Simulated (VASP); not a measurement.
The system is As.

```
As
1.0
     1.82500   -5.50000    0.00000
     1.82500    5.50000    0.00000
     0.00000    0.00000    4.47000
As
4
Cartesian
  1.8250 4.2900 4.2018
  1.8250 -1.2100 2.5032
  1.8250 -4.2900 0.2682
  1.8250 1.2100 1.9668
```

* Program: VASP 6.6.1
* Task: relaxation of cell and atoms
* Functional: PBEsol
* Potentials or basis: VASP PAW PBE potentials, release 64 (As)
* Cutoff: 600 eV
* k mesh: 10 × 10 × 8
* Occupations: gaussian, width 0.01 eV
* Spin: no spin polarisation

At the start: pressure 0.1 GPa; volume 22.43 Å³/atom.

Q: Where does the relaxation end?

A: Over 17 steps the energy falls by 5.1 meV/atom and the volume is 21.70 Å³/atom (-3.3 %); space group Cmce (No. 64, to 0.05 Å).

Step by step:
```csv
step,energy change (eV),largest force (eV/Å),pressure (GPa),volume (Å³)
1,0.0000,0.1236,0.11,89.74
2,-0.0052,0.0374,-0.22,89.93
3,-0.0057,0.0807,-0.36,90.02
4,-0.0096,0.0902,-0.27,89.65
5,-0.0120,0.1283,-0.12,89.06
6,-0.0153,0.0828,-0.20,88.62
7,-0.0189,0.0348,-0.36,87.48
8,-0.0192,0.0595,0.47,86.19
9,-0.0199,0.0177,0.08,86.78
10,-0.0199,0.0199,0.10,86.76
11,-0.0201,0.0355,-0.01,86.76
12,-0.0201,0.0343,0.00,86.76
13,-0.0203,0.0189,-0.02,86.75
14,-0.0203,0.0203,-0.03,86.75
15,-0.0204,0.0054,0.10,86.67
16,-0.0204,0.0043,0.07,86.69
17,-0.0204,0.0043,0.00,86.80
```

Final structure:
```
As
1.0
     1.87050   -5.44020    0.00000
     1.87050    5.44020    0.00000
     0.00000    0.00000    4.26500
As
4
Cartesian
  1.8705 4.2172 4.0339
  1.8705 -1.2230 2.3636
  1.8705 -4.2172 0.2311
  1.8705 1.2230 1.9014
```

Caveat: the PAW data sets were made with another functional, which shifts forces and pressure a little.
